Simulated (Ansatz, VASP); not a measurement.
One calculation of Ge, two programs

```
Ge
1.0
     2.87982    2.87982    0.00000
    -2.87982    2.87982    0.00000
     0.00000    0.00000    5.75963
Ge
4
Direct
  0.50000 0.50000 0.50000
  0.50000 0.00000 0.25000
  0.00000 0.00000 0.00000
  0.00000 0.50000 0.75000
```

Alike in both runs: task single point; functional PBE; k mesh 14 × 14 × 10; occupations gaussian, width 0.1 eV; no spin polarisation.

|  | VASP | Ansatz |
| --- | --- | --- |
| version | VASP 6.6.1 | Ansatz 0.2.0 |
| potentials or method | VASP PAW PBE potentials, release 64 (Ge_d), cutoff 520 eV | scalar-relativistic, plane waves, PAW |
| valence electrons in the cell | 56 | 56 |

```csv
,VASP,Ansatz,Ansatz less VASP
gap on the k mesh at the Fermi level (eV),none,none,-
pressure (GPa),0.0,0.0,+0.04
```

A gap of «none» marks a metal or a gap that the smearing closes.
